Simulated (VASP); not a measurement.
A run of VASP 6.6.1:

Contents of INCAR:

```
  PREC = Accurate
  ENCUT = 600
  EDIFF = 1E-6
  ISMEAR = 0
  SIGMA = 0.15
  LREAL = False
  LASPH = True
  NELM = 120
  ALGO = Normal
  ISIF = 2
  LWAVE = False
  LCHARG = True
  GGA = PE
  LELF = True
  LVHAR = True
  NBANDS = 22
  GGA_COMPAT = False
```

Contents of KPOINTS:

```
regular mesh
0
Gamma
  4 4 3
```

POSCAR

```
Hg2O
1.0
    5.0043039334     -0.0000000032      0.0000000000
   -2.5021519639      4.3338543362      0.0000000000
    0.0000000000      0.0000000000      2.7316266069
Hg O
2 1
Direct
    0.3333333333      0.6666666667      0.5000000000
    0.6666666667      0.3333333333      0.5000000000
    0.0000000000      0.0000000000      0.0000000000
```

Potentials or basis: VASP PAW PBE potentials, release 64 (Hg, O).

Launch:

```sh
$ cat potpaw_PBE.64/Hg/POTCAR potpaw_PBE.64/O/POTCAR > POTCAR
$ mpirun -np 1 vasp_std > vasp.out
```

Hardware: 1 thread of Intel(R) Xeon(R) 6975P-C (Granite Rapids) (shared host).

**Question.** Estimate the wall time of this run.

**Answer.** Wall time 8.9 s on 1 thread of Intel(R) Xeon(R) 6975P-C (Granite Rapids), with other jobs on the host, peak memory 0.19 GiB. Counts: scf iterations 13, k points 8.
